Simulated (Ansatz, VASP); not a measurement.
SiC: VASP beside Ansatz

```
CELL_PARAMETERS angstrom
0.00000 2.18986 2.18986
2.18986 0.00000 2.18986
2.18986 2.18986 0.00000
ATOMIC_POSITIONS crystal
Si 0.75000 0.75000 0.75000
C 0.00000 0.00000 0.00000
```

Alike in both runs: functional PBE; k mesh 10 × 10 × 10; occupations gaussian, width 0.02 eV; no spin polarisation.

Ansatz relaxed the structure, and its values are those at the end. VASP's run is a single point on that final structure, the one shown.

```csv
,VASP,Ansatz
version,VASP 6.6.1,Ansatz 0.2.0
potentials or method,"VASP PAW PBE potentials, release 64 (Si, C), cutoff 520 eV","scalar-relativistic, plane waves, PAW"
valence electrons in the cell,8,8
```

|  | VASP | Ansatz | Ansatz less VASP |
| --- | --- | --- | --- |
| gap on the k mesh at the Fermi level (eV) | 1.37 | 1.37 | +0.002 |
| least direct gap on the mesh (eV) | 4.53 | 4.53 | +0.003 |
| pressure (GPa) | 0.0 | 0.0 | +0.05 |
